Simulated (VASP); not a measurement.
A run of VASP 6.6.1:

INCAR

```
ALGO = Normal
EDIFF = 1E-7
ENCUT = 520
GGA = PE
ISIF = 2
ISMEAR = 0
ISPIN = 2
LASPH = T
LCHARG = F
LMAXMIX = 4
LORBIT = 11
LREAL = F
LWAVE = F
MAGMOM = 1.22 0
NBANDS = 17
NELM = 150
PREC = Accurate
SIGMA = 0.1
```

Contents of KPOINTS:

```
k-points
0
Gamma
  18 18 10
```

File POSCAR:

```
AlCo
1.0
    2.7966340335      0.0000000000      0.0000000000
   -1.3983170167      2.4219561181      0.0000000000
    0.0000000000      0.0000000000      4.1723877548
Co Al
1 1
Direct
    0.0000000000      0.0000000000      0.0000000000
    0.3333333300      0.6666666700      0.5000000000
```

Potentials or basis: VASP PAW PBE potentials, release 64 (Co, Al).

The run is started by

```console
$ cat potpaw_PBE.64/Co/POTCAR potpaw_PBE.64/Al/POTCAR > POTCAR
$ mpirun -np 1 vasp_std > vasp.out
```

Hardware: 1 thread of Intel Xeon 8259CL, on a shared host.

Estimate the wall time of this run.

It took 3.7 min on 1 thread of Intel Xeon 8259CL, with other jobs on the host, peak memory 0.29 GiB. Counts: scf iterations 16, k points 222.
